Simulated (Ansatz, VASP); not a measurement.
Two plane-wave programs on HfO2

```xyz
3
Lattice="0.0000 2.5229 2.5229 2.5229 0.0000 2.5229 2.5229 2.5229 0.0000" Properties=species:S:1:pos:R:3 pbc="T T T"
Hf    0.0000    0.0000    0.0000
O     1.2615    1.2615    1.2615
O     3.7844    3.7844    3.7844
```

Change from the starting cell: volume scaled by 0.96, ions relaxed.

Alike in both runs: functional PBE; k mesh 10 × 10 × 10; occupations fermi-dirac, width 0.02 eV; no spin polarisation.

Ansatz relaxed the structure, and its values are those at the end. VASP's run is a single point on that final structure, the one shown.

```csv
,VASP,Ansatz
version,VASP 6.6.1,Ansatz 0.2.0
potentials or method,"VASP PAW PBE potentials, release 64 (Hf_pv, O)","plane-wave PAW, scalar-relativistic"
plane-wave cutoff (eV),520,420
valence electrons in the cell,22,38
```

Ansatz gave:

| Property | Result |
| --- | --- |
| gap on the k mesh at the Fermi level (eV) | 3.82 |
| pressure (GPa) | 8.0 |

**Question.** Which values does VASP return?

**Answer.** gap on the k mesh at the Fermi level (eV): 3.84; pressure (GPa): 4.1.

VASP's potentials hold 22 valence electrons a cell and Ansatz's 38, so a difference there can come from the potentials and not from the codes. Ansatz's warnings: stress scf threshold loose.

Spin-orbit coupling is off throughout.
